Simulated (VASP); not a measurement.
NiO, 2 atoms in the cell. Symmetry: Fm-3m, No. 225, cubic system. Conventional cell: a = 4.220 Å, b = 4.220 Å, c = 4.220 Å, α = 90.00°, β = 90.00°, γ = 90.00°. Within 2.8 Å of Ni (site symmetry m-3m) lie 6 O at 2.11 Å. Within 2.8 Å of O (site symmetry m-3m) lie 6 Ni at 2.11 Å. 

| Item | Value |
| --- | --- |
| Program | VASP 6.6.1 |
| Task | single point |
| Functional | r2SCAN |
| Potentials or basis | VASP PAW PBE potentials, release 64 (Ni, O) |
| Cutoff | 520 eV |
| k mesh | 14 × 14 × 14 |
| Occupations | gaussian, width 0.05 eV |
| Spin | collinear spin, ferromagnetic start |
| Starting moments | [2.0, 0.0] μB |
| Dipole correction | no |
| Further INCAR settings | ALGO = Normal; EDIFF = 1e-06; NBANDS = 19 |

Potentials or basis: VASP PAW PBE potentials, release 64 (Ni, O).

The run is started by

```bash
$ cat potpaw_PBE.64/Ni/POTCAR potpaw_PBE.64/O/POTCAR > POTCAR
$ cp INCAR.step1 INCAR
$ mpirun -np 1 vasp_std > vasp.out
$ cp INCAR.step2 INCAR
$ mpirun -np 1 vasp_std > vasp.out
```

Hardware: 1 thread of Intel(R) Xeon(R) 6975P-C (Granite Rapids), with other jobs on the host.

Problem. Estimate the wall time of this run.

Solution. Run time: 110 s on 1 thread of Intel(R) Xeon(R) 6975P-C (Granite Rapids), with other jobs on the host, peak memory 0.2 GiB. Counts: k points 104.
